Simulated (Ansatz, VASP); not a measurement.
**K2S: VASP beside Ansatz**

File POSCAR:

```
K2S
1.0
    0.0000000000      3.6653527041      3.6653527041
    3.6653527041      0.0000000000      3.6653527041
    3.6653527041      3.6653527041      0.0000000000
S K
1 2
Direct
    0.0000000000      0.0000000000      0.0000000000
    0.2500000000      0.2500000000      0.2500000000
    0.7500000000      0.7500000000      0.7500000000
```

The input INCAR.step1:

```
PREC = Accurate
ENCUT = 550
ISMEAR = 0
SIGMA = 0.01
LREAL = F
LASPH = T
NELM = 120
NBANDS = 19
GGA = PE
ALGO = Normal
EDIFF = 1E-5
LWAVE = T
LCHARG = F
GGA_COMPAT = F
```

The input INCAR.step2:

```
PREC = Accurate
ENCUT = 550
EDIFF = 1E-6
ISMEAR = 0
SIGMA = 0.01
LREAL = F
LASPH = T
NELM = 120
ALGO = Normal
ISIF = 2
LWAVE = F
LCHARG = F
METAGGA = R2SCAN
LMIXTAU = T
NBANDS = 19
ISTART = 1
GGA_COMPAT = F
```

The input KPOINTS:

```
regular mesh
0
Gamma
  6 6 6
```

Input for Ansatz:

```yaml
crystal:
  lattice:
    - [0.0, 3.6653527041, 3.6653527041]
    - [3.6653527041, 0.0, 3.6653527041]
    - [3.6653527041, 3.6653527041, 0.0]
  atoms:
    - { symbol: S, position: [0.0, 0.0, 0.0] }
    - { symbol: K, position: [0.25, 0.25, 0.25] }
    - { symbol: K, position: [0.75, 0.75, 0.75] }
kpoints:
  mp_grid: { grid: [6, 6, 6] }
hamiltonian:
  xc: r2scan
scf:
  occupations: { method: fixed }
  n_extra_bands: 4
output:
  forces: true
  stress: true
  eigenvalues: true
```

Alike in both runs: task single point; functional r2SCAN; k mesh 6 × 6 × 6; no spin polarisation.

|  | VASP | Ansatz |
| --- | --- | --- |
| version | VASP 6.6.1 | Ansatz 0.2.0 |
| potentials or method | VASP PAW PBE potentials, release 64 (S, K_sv) | plane waves, PAW |
| plane-wave cutoff (eV) | 550 | 500 |
| occupations | gaussian, width 0.01 eV | fixed |
| valence electrons in the cell | 24 | 24 |

|  | VASP | Ansatz | Ansatz less VASP |
| --- | --- | --- | --- |
| gap on the k mesh at the Fermi level (eV) | 2.83 | 2.83 | -0.005 |
| pressure (GPa) | 0.7 | 0.7 | -0.03 |

VASP's potentials were made for PBE, not for r2SCAN.
